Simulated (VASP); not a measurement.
# ZnSe (I-4m2) in VASP: further runs

The runs below take ZnSe through single point, with r2SCAN, HSE06.

Program: VASP 6.6.1. These are calculated values, not measurements. Logs are shortened: lines on timing, memory, paths and dates and some standing lists are left out, and cuts for length are marked.

## Step 1: The cell of the first run

It takes space group I-4m2 (No. 119, tetragonal). The conventional cell has a = 3.805 Å, b = 3.805 Å, c = 5.987 Å, α = 90.00°, β = 90.00°, γ = 90.00°. Within 3.2 Å of Zn (site symmetry -4m2) lie 4 Se at 2.42 Å. Se (site symmetry -4m2) has 4 Zn at 2.42 Å within 3.2 Å.

## Step 2: Single point, r2SCAN (epitaxial xy strain -5.0%)

File POSCAR:

```
ZnSe
1.0
    0.0000000000      2.6902369582      2.9936413972
    2.6902369582      0.0000000000      2.9936413972
    2.6902369582      2.6902369582      0.0000000000
Zn Se
1 1
Direct
    0.0000000000      0.0000000000      0.0000000000
    0.2500000000      0.2500000000      0.2500000000
```

File INCAR.step1:

```
SYSTEM = ZnSe
PREC = Accurate
ENCUT = 520
ISMEAR = 0
SIGMA = 0.01
LREAL = .False.
LASPH = .True.
NELM = 100
NBANDS = 16
GGA = PE
ALGO = Normal
EDIFF = 1E-4
LWAVE = .True.
LCHARG = .False.
```

File INCAR.step2:

```
SYSTEM = ZnSe
PREC = Accurate
ENCUT = 520
EDIFF = 1E-6
ISMEAR = 0
SIGMA = 0.01
LREAL = .False.
LASPH = .True.
NELM = 100
ALGO = Normal
ISIF = 2
LWAVE = .False.
LCHARG = .True.
METAGGA = R2SCAN
LMIXTAU = .True.
LELF = .True.
LVHAR = .True.
NBANDS = 16
ISTART = 1
```

File KPOINTS:

```
regular mesh
0
Gamma
  8 8 8
  0 0 0
```

Potentials or basis: VASP PAW PBE potentials, release 64 (Zn, Se).

Started as:

```sh
cat potpaw_PBE.64/Zn/POTCAR potpaw_PBE.64/Se/POTCAR > POTCAR
cp INCAR.step1 INCAR
mpirun -np 1 vasp_std > vasp.out
cp INCAR.step2 INCAR
mpirun -np 1 vasp_std > vasp.out
```

OUTCAR:

```text
SYSTEM = ZnSe
   PREC = Accurate
   ENCUT = 520
   EDIFF = 1E-6
   ISMEAR = 0
   LREAL = .False.
   LASPH = .True.
   NELM = 100
   ISIF = 2
   METAGGA = R2SCAN
   ISTART = 1

 ion  position               nearest neighbor table
   1  0.000  0.000  0.000-   2 2.42   2 2.42   2 2.42   2 2.42
   2  0.250  0.250  0.250-   1 2.42   1 2.42   1 2.42   1 2.42

  LATTYP: Found a body centered tetragonal cell.
 ALAT       =     3.8045695923
 C/A-ratio  =     1.5737083129

  Lattice vectors:

 A1 = (  -2.6902369582,   0.0000000000,   2.9936413972)
 A2 = (   2.6902369582,   0.0000000000,   2.9936413972)
 A3 = (   0.0000000000,   2.6902369582,  -2.9936413972)

Analysis of symmetry for initial positions (statically):
=====================================================================
 Subroutine PRICEL returns:
 Original cell was already a primitive cell.

 Routine SETGRP: Setting up the symmetry group for a
 body centered tetragonal supercell.

 Subroutine GETGRP returns: Found  8 space group operations
 (whereof  8 operations were pure point group operations)
 out of a pool of 16 trial point group operations.

The static configuration has the point symmetry D_2d.

Analysis of symmetry for dynamics (positions and initial velocities):
=====================================================================
 Subroutine PRICEL returns:
 Original cell was already a primitive cell.

 Routine SETGRP: Setting up the symmetry group for a
 body centered tetragonal supercell.

 Subroutine GETGRP returns: Found  8 space group operations
 (whereof  8 operations were pure point group operations)
 out of a pool of 16 trial point group operations.

The dynamic configuration has the point symmetry D_2d.

 Subroutine INISYM returns: Found  8 space group operations
 (whereof  8 operations are pure point group operations),
 and found     1 'primitive' translations

----------------------------------------------------------------------------------------

                                     Primitive cell

  volume of cell :      43.3322

  direct lattice vectors                    reciprocal lattice vectors
     0.000000000  2.690236958  2.993641397    -0.185857234  0.185857234  0.167020673
     2.690236958  0.000000000  2.993641397     0.185857234 -0.185857234  0.167020673
     2.690236958  2.690236958  0.000000000     0.185857234  0.185857234 -0.167020673

  length of vectors
     4.024830892  4.024830892  3.804569592     0.311418895  0.311418895  0.311418895

  position of ions in fractional coordinates (direct lattice)
     0.000000000  0.000000000  0.000000000
     0.250000000  0.250000000  0.250000000

  ion indices of the primitive-cell ions
   primitive index   ion index
                 1           1
                 2           2

----------------------------------------------------------------------------------------

 KPOINTS: regular mesh

Automatic generation of k-mesh.
 Grid dimensions read from file:
 generate k-points for:    8    8    8

 Generating k-lattice:

  Cartesian coordinates                     Fractional coordinates (reciprocal lattice)
    -0.023232154  0.023232154  0.020877584     0.125000000  0.000000000  0.000000000
     0.023232154 -0.023232154  0.020877584     0.000000000  0.125000000  0.000000000
     0.023232154  0.023232154 -0.020877584     0.000000000  0.000000000  0.125000000

  Length of vectors
     0.038927362  0.038927362  0.038927362

  Shift w.r.t. Gamma in fractional coordinates (k-lattice)
     0.000000000  0.000000000  0.000000000

 Subroutine IBZKPT returns following result:
 ===========================================

 Found     59 irreducible k-points:

 Following reciprocal coordinates:
            Coordinates               Weight
  0.000000  0.000000  0.000000      1.000000
  0.125000  0.000000  0.000000      8.000000
  0.250000  0.000000  0.000000      8.000000
  0.375000  0.000000  0.000000      8.000000
  0.500000  0.000000  0.000000      4.000000
  0.125000  0.125000  0.000000      2.000000
[... 16 lines left out ...]
  0.250000  0.000000  0.125000     16.000000
  0.375000  0.000000  0.125000     16.000000
 [... further k-points ...]
   k-points           NKPTS =     59   k-points in BZ     NKDIM =     59   number of bands    NBANDS=     16
   number of dos      NEDOS =    301   number of ions     NIONS =      2
   total plane-waves  NPLWV =  25200
   dimension x,y,z NGX =    30 NGY =   30 NGZ =   28
   dimension x,y,z NGXF=    60 NGYF=   60 NGZF=   56
   ions per type =               1   1
   NGX,Y,Z   is equivalent  to a cutoff of  12.39, 12.39, 12.23 a.u.
   NGXF,Y,Z  is equivalent  to a cutoff of  24.78, 24.78, 24.47 a.u.
 SYSTEM =  ZnSe
   PREC   = accura    normal or accurate (medium, high low for compatibility)
   ISTART =      1    job   : 0-new  1-cont  2-samecut
   ICHARG =      0    charge: 1-file 2-atom 10-const
   ISPIN  =      1    spin polarized calculation?
   LNONCOLLINEAR =      F non collinear calculations
   LSORBIT =      F    spin-orbit coupling
   LASPH  =      T    aspherical Exc in radial PAW
   ENCUT  =  520.0 eV  38.22 Ry    6.18 a.u.   7.48  7.48  7.07*2*pi/ulx,y,z
   NELM   =    100;   NELMIN=  2; NELMDL=  0     # of ELM steps
   EDIFF  = 0.1E-05   stopping-criterion for ELM
   LREAL  =      F    real-space projection
   EDIFFG = 0.1E-04   stopping-criterion for IOM
   NSW    =      0    number of steps for IOM
   IBRION =     -1    ionic relax: 0-MD 1-quasi-New 2-CG
   NFREE  =      0    steps in history (QN), initial steepest desc. (CG)
   ISIF   =      2    stress and relaxation
   ISYM   =      2    0-nonsym 1-usesym 2-fastsym
   POTIM  = 0.5000    time-step for ionic-motion
   TEBEG  =    0.0;   TEEND  =   0.0 temperature during run
   PSTRESS=    0.0 pullay stress
   NELECT =      18.0000    total number of electrons
   NUPDOWN=      -1.0000    fix difference up-down
   EMIN   =  10.00;   EMAX   =-10.00  energy-range for DOS
   EFERMI =   0.00;   METHOD = LEGACY
   ISMEAR =     0;   SIGMA  =   0.01  broadening in eV -4-tet -1-fermi 0-gaus
   EFERMI_NEDOS =   21; number of points for ismear=-14 and -15
   IALGO  =     38    algorithm
   IMIX   =      4    mixing-type and parameters
     AMIX     =   0.40;   BMIX     =  1.00
     AMIX_MAG =   1.60;   BMIX_MAG =  1.00
  volume/ion in A,a.u.               =      21.67       146.21
  Fermi-wavevector in a.u.,A,eV,Ry     =   1.221505  2.308310 20.300918  1.492075
  Thomas-Fermi vector in A             =   2.356685
   LORBIT       =      0    0 simple, 1 ext, 2 COOP (PROOUT), +10 PAW based schemes
   METAGGA = R2SCAN    functional components
   LHFCALC =     F    Hartree Fock is set to
   AEXX    =    0.0000 exact exchange contribution
   IVDW    =     0    specifies the selected vdW correction
   LEPSILON=     F    determine dielectric tensor
   LRPA    =     F    only Hartree local field effects (RPA)
 non-spin polarized calculation
 Gauss-broadening in eV      SIGMA  =   0.01
  energy-cutoff  :      520.00
  volume of cell :       43.33
 maximum number of plane-waves:      1180
 NGX is ok and might be reduce to    30
   NGX = 15   NGY = 15   NGZ = 15

 number of electron      17.9999994 magnetization

 Free energy of the ion-electron system (eV)
  ---------------------------------------------------
  ext. energy  EPLUGINS =         0.00000000
  ---------------------------------------------------
  free energy    TOTEN  =       -24.84271821 eV

  energy without entropy =      -24.84271821  energy(sigma->0) =      -24.84271821

 E-fermi :   1.9544     XC(G=0): -10.1690

 val. band max:        1.8927986277   @ k =   0.0000   0.0000   0.0000
 cond. band min:       3.7557143690   @ k =   0.0000   0.0000   0.0000
 fundamental gap:      1.8629157413
 Fermi energy:         1.9544283105

 k-point     1 :       0.0000    0.0000    0.0000
  band No.  band energies     occupation
      1     -12.2960      2.00000
      2      -5.1781      2.00000
      3      -5.1192      2.00000
      4      -5.1191      2.00000
      5      -4.7090      2.00000
      6      -4.6867      2.00000
[... 8 lines left out ...]
     15      12.8997      0.00000
     16      14.1315      0.00000

 k-point     2 :       0.1250    0.0000    0.0000
  band No.  band energies     occupation
      1     -12.1808      2.00000
      2      -5.1664      2.00000
      3      -5.1104      2.00000
      4      -5.0994      2.00000
      5      -4.7068      2.00000
      6      -4.6910      2.00000
[... 8 lines left out ...]
     15      13.5430      0.00000
     16      13.8207      0.00000

 k-point     3 :       0.2500    0.0000    0.0000
  band No.  band energies     occupation
      1     -11.8800      2.00000
      2      -5.1295      2.00000
      3      -5.0626      2.00000
      4      -5.0542      2.00000
      5      -4.6976      2.00000
      6      -4.6938      2.00000
[... 8 lines left out ...]
     15      13.1390      0.00000
     16      13.6846      0.00000

 k-point     4 :       0.3750    0.0000    0.0000
  band No.  band energies     occupation
      1     -11.5388      2.00000
      2      -5.0893      2.00000
      3      -5.0148      2.00000
      4      -4.8788      2.00000
      5      -4.6968      2.00000
      6      -4.6636      2.00000
[... 8 lines left out ...]
     15      13.9279      0.00000
     16      14.6115      0.00000
[... 324 lines left out ...]
 k-point    22 :       0.1250    0.0000    0.1250
  band No.  band energies     occupation
      1     -12.1323      2.00000
      2      -5.1494      2.00000
      3      -5.1344      2.00000
      4      -5.0838      2.00000
      5      -4.7043      2.00000
      6      -4.6923      2.00000
[... 8 lines left out ...]
     15      13.1109      0.00000
     16      14.2668      0.00000

 k-point    23 :       0.2500    0.0000    0.1250
  band No.  band energies     occupation
      1     -11.8845      2.00000
      2      -5.1342      2.00000
      3      -5.1006      2.00000
      4      -5.0368      2.00000
      5      -4.7099      2.00000
      6      -4.6804      2.00000
[... 8 lines left out ...]
     15      13.2781      0.00000
     16      15.0524      0.00000

 k-point    24 :       0.3750    0.0000    0.1250
  band No.  band energies     occupation
      1     -11.5504      2.00000
      2      -5.0849      2.00000
      3      -5.0278      2.00000
      4      -4.9545      2.00000
      5      -4.7001      2.00000
      6      -4.6514      2.00000
[... 8 lines left out ...]
     15      14.1288      0.00000
     16      15.3471      0.00000

 [... further k-points ...]

------------------------ aborting loop because EDIFF is reached ----------------------------------------

  FORCE on cell =-STRESS in cart. coord.  units (eV):
  Direction    XX          YY          ZZ          XY          YZ          ZX
  --------------------------------------------------------------------------------------
  -------------------------------------------------------------------------------------
  Total        1.3523212      1.3523212      0.0296526      0.0000000     -0.0000000      0.0000000
  in kB       50.0011058     50.0011058      1.0963835      0.0000000     -0.0000000      0.0000000
  external PRESSURE =      33.6995317 kB  Pullay stress =       0.0000000 kB

 VOLUME and BASIS-vectors are now :
 -----------------------------------------------------------------------------
  energy-cutoff  :      520.00
  volume of cell :       43.33
      direct lattice vectors                 reciprocal lattice vectors
     0.000000000  2.690236958  2.993641397    -0.185857234  0.185857234  0.167020673
     2.690236958  0.000000000  2.993641397     0.185857234 -0.185857234  0.167020673
     2.690236958  2.690236958  0.000000000     0.185857234  0.185857234 -0.167020673

 POSITION                                       TOTAL-FORCE (eV/Angst)
 -----------------------------------------------------------------------------------
      0.00000      0.00000      0.00000         0.000000      0.000000     -0.000000
      1.34512      1.34512      1.49682        -0.000000     -0.000000      0.000000
 -----------------------------------------------------------------------------------
    total drift:                               -0.002037     -0.002037     -0.001569

  FREE ENERGIE OF THE ION-ELECTRON SYSTEM (eV)
  ---------------------------------------------------
  free  energy   TOTEN  =       -24.8427182062 eV

  energy  without entropy=      -24.8427182062  energy(sigma->0) =      -24.84271821
```

Wall time 2.8 min (1 thread of Intel Xeon 8259CL, shared host); peak memory 0.2 GiB.

Results:

```yaml
Free_energy: -24.8427 eV
Pressure: 3.4 GPa
Band_gap_on_the_k_mesh: 1.86 eV
```

Caveat: the cell differs from its parent crystal (epitaxial xy strain -5.0%); the cell stands under pressure; the PAW data sets were made with another functional, which shifts forces and pressure a little.

(Continued in part 2 of 2.)
